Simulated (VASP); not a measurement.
Set up this calculation in VASP 6.6.1, as the native input.

```yaml
Task: single point
Functional: PBE
Potentials_or_basis: VASP PAW PBE potentials, release 64 (Be, Zn, O)
Cutoff: 600 eV
k_mesh: 6 × 6 × 2
Occupations: gaussian, width 0.1 eV
Spin: no spin polarisation
Dipole_correction: no
Further_INCAR_settings: ALGO = Normal; EDIFF = 1e-06; NBANDS = 31
```

The structure of BeZn2O3 lies in POSCAR:

```
BeZn2O3
1.0
    3.0692965819      0.0000000000      0.0000000000
   -1.5346482909      2.6580888116      0.0000000000
    0.0000000000      0.0000000000      7.6947342288
Be Zn O
1 2 3
Direct
    0.0000000000      0.0000000000      0.0082990825
    0.6666666667      0.3333333333      0.6859744464
    0.3333333333      0.6666666667      0.3227259503
    0.6666666667      0.3333333333      0.9422019700
    0.0000000000      0.0000000000      0.2146245004
    0.3333333333      0.6666666667      0.5761740504
```

One way to write it, as run:

INCAR

```
SYSTEM = BeZn2O3
PREC     = Accurate       ! precision mode
ENCUT    = 600            ! plane-wave cutoff, eV
EDIFF    = 1E-6           ! SCF threshold, eV
ISMEAR   = 0              ! smearing method
SIGMA    = 0.1            ! smearing width, eV
LREAL    = .FALSE.        ! projectors in reciprocal space
LASPH    = .TRUE.         ! aspherical terms in the spheres
NELM     = 120            ! most SCF steps
ALGO     = Normal         ! electronic algorithm
ISIF     = 2              ! what is computed and relaxed
LWAVE    = .FALSE.        ! write WAVECAR
LCHARG   = .FALSE.        ! write CHGCAR
GGA      = PE             ! functional
NBANDS   = 31             ! bands
GGA_COMPAT= .FALSE.
```

KPOINTS

```
regular mesh
0
G
  6 6 2
  0 0 0
```

Potentials or basis: VASP PAW PBE potentials, release 64 (Be, Zn, O).

Command:

```console
$ cat potpaw_PBE.64/Be/POTCAR potpaw_PBE.64/Zn/POTCAR potpaw_PBE.64/O/POTCAR > POTCAR
$ mpirun -np 1 vasp_std > vasp.out
```

Results of the run:

| Property | Result |
| --- | --- |
| Pressure | 1.0 GPa |
| Largest force | 0.045 eV/Å |
| Band gap on the k mesh | 1.50 eV, direct |

It took 30 s on 1 thread of Intel(R) Xeon(R) 6975P-C (Granite Rapids) (shared host), peak memory 0.22 GiB.
